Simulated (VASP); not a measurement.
Here is a VASP 6.6.1 calculation.

INCAR

```
SYSTEM = W
ALGO = Normal
EDIFF = 1E-6
ENCUT = 500
GGA = PE
GGA_COMPAT = .False.
ISIF = 2
ISMEAR = 0
LASPH = .True.
LCHARG = .False.
LREAL = .False.
LWAVE = .False.
NBANDS = 13
NELM = 120
PREC = Accurate
SIGMA = 0.15
```

File KPOINTS:

```
k-points
0
Gamma
  26 26 26
  0 0 0
```

POSCAR

```
W
1.0
   -1.5917793224      1.7509572546      1.5917793224
    1.5917793224     -1.7509572546      1.5917793224
    1.5917793224      1.7509572546     -1.5917793224
W
1
Direct
    0.0000000000      0.0000000000      0.0000000000
```

Potentials or basis: VASP PAW PBE potentials, release 64 (W_sv).

Launch:

```bash
$ cat potpaw_PBE.64/W_sv/POTCAR > POTCAR
$ mpirun -np 1 vasp_std > vasp.out
```

(1) Predict the pressure.

(2) What does it give for the band gap on the k mesh?

Results:

(1) -22.3 GPa.

(2) zero (band 7 reaches 14.06 eV, above the bottom of band 8 at 9.12 eV).

Caveat: the cell differs from its parent crystal (strain +0.1000 x Voigt [0, 1, 0, 0, 0, 0]); spin-orbit coupling is left out, which moves the levels of the heavy elements.
